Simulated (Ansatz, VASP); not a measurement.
MgO in VASP and in Ansatz

Contents of INCAR:

```
ALGO = Normal
EDIFF = 1E-6
EDIFFG = -0.002
ENCUT = 520
IBRION = 2
ISIF = 2
ISMEAR = 0
LASPH = T
LCHARG = F
LREAL = F
LWAVE = F
NELM = 60
NSW = 60
PREC = Accurate
SIGMA = 0.02
```

File KPOINTS:

```
k-points
0
Gamma
  10 10 10
```

File POSCAR:

```
MgO
1.0
    0.0000000000      2.1037650585      2.1037650585
    2.1037650585      0.0000000000      2.1037650585
    2.1037650585      2.1037650585      0.0000000000
Mg O
1 1
Direct
    0.0000000000      0.0000000000      0.0000000000
    0.5000000000      0.5000000000      0.5000000000
```

Input for Ansatz:

```yaml
crystal:
  lattice:
    - [0.0, 2.1037650585, 2.1037650585]
    - [2.1037650585, 0.0, 2.1037650585]
    - [2.1037650585, 2.1037650585, 0.0]
  atoms:
    - { symbol: Mg, position: [0.0, 0.0, 0.0] }
    - { symbol: O, position: [0.5, 0.5, 0.5] }
basis:
  ecutwfc: 420
kpoints:
  mp_grid: { grid: [10, 10, 10] }
hamiltonian:
  xc: lda
  pseudopotentials: { kind: paw, azcp: { folder: soft_1 } }
scf:
  occupations: { method: gaussian, width: 0.02 }
output:
  forces: true
  stress: true
  eigenvalues: true
relax:
  adjacent_minimum: "off"
  f_tol: 0.002
  max_steps: 40
```

Change from the starting cell: strained cell.

Alike in both runs: task relaxation of the atoms; functional LDA; k mesh 10 × 10 × 10; occupations gaussian, width 0.02 eV; no spin polarisation.

```csv
,VASP,Ansatz
version,VASP 6.6.1,Ansatz 0.2.0
potentials or method,"VASP PAW LDA potentials, release 64 (Mg, O), cutoff 520 eV","scalar-relativistic, plane waves, PAW"
valence electrons in the cell,8,16
```

|  | VASP | Ansatz | Ansatz less VASP |
| --- | --- | --- | --- |
| gap on the k mesh at the Fermi level, each at its own relaxed structure (eV) | 4.69 | 4.69 | +0.005 |

Ansatz warns that its potentials were made for another functional, while VASP's fit it. LDA's correlation is that of Perdew and Zunger in VASP and of Perdew and Wang (1992) in Ansatz. VASP's potentials hold 8 valence electrons a cell and Ansatz's 16, so a difference there can come from the potentials and not from the codes. Ansatz's warnings: stress scf threshold loose.

Noted on VASP's run: the relaxation stopped at its first step, so nothing moved.
